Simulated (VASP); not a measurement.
Here is a VASP 6.6.1 calculation.

The input INCAR:

```
PREC = Accurate
ENCUT = 520
EDIFF = 1E-6
ISMEAR = -1
SIGMA = 0.05
LREAL = False
LASPH = True
NELM = 100
ALGO = Fast
ISIF = 2
LWAVE = False
LCHARG = False
GGA = PE
NBANDS = 22
```

The input KPOINTS:

```
Automatic mesh
0
Gamma
  8 8 4
```

The input POSCAR:

```
Bi
1.0
    3.2809913467      0.0000000000      0.0000000000
    0.0000000000      3.2640382254      0.0000000000
   -0.0815136175      0.0000000000      6.5286865229
Bi
2
Direct
    0.5442472500      0.0000000000      0.7495778900
    0.4557527500      0.0000000000      0.2504221100
```

Potentials or basis: VASP PAW PBE potentials, release 64 (Bi_d).

Command:

```console
$ cat potpaw_PBE.64/Bi_d/POTCAR > POTCAR
$ mpirun -np 1 vasp_std > vasp.out
```

Question: Predict the band gap on the k mesh.

Answer: Zero (band 15 reaches 10.13 eV, above the bottom of band 16 at 4.08 eV).

Question: Estimate the pressure.

Answer: 0.1 GPa.

Forces in eV/Å, atoms in the order of the input:
```
Bi   0.002  0.000 -0.016
Bi  -0.002  0.000  0.016
```

Caveat: spin-orbit coupling is left out, which moves the levels of the heavy elements.
